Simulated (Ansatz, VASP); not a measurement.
**One calculation of TaSb, two programs**

```
Ta Sb
1.0
     0.00000    2.33694    2.33694
     2.33694    0.00000    2.33694
     2.33694    2.33694    0.00000
Ta Sb
1 1
Direct
  0.00000 0.00000 0.00000
  0.50000 0.50000 0.50000
```

Change from the starting cell: volume scaled by 0.6, PAW files.

Alike in both runs: task single point; functional LDA; k mesh 13 × 13 × 13; occupations fermi-dirac, width 0.05 eV; no spin polarisation.

```csv
,VASP,Ansatz
version,VASP 6.6.1,Ansatz 0.2.0
potentials or method,"VASP PAW LDA potentials, release 64 (Ta_pv, Sb)","PAW with Ansatz's default frozen-core files, scalar-relativistic"
plane-wave cutoff (eV),520,420
valence electrons in the cell,16,28
```

Ansatz gave:

* pressure (GPa): 211.0

Question: Estimate VASP's values.

Answer: Pressure (GPa): 213.0.

LDA's correlation is that of Perdew and Zunger in VASP and of Perdew and Wang (1992) in Ansatz. Both programs put the cell under a high pressure, so it lies far from rest at this level. VASP's potentials hold 16 valence electrons a cell and Ansatz's 28, so a difference there can come from the potentials and not from the codes.

Spin-orbit coupling is off throughout. Noted on VASP's run: the cell as given lies far from equilibrium.
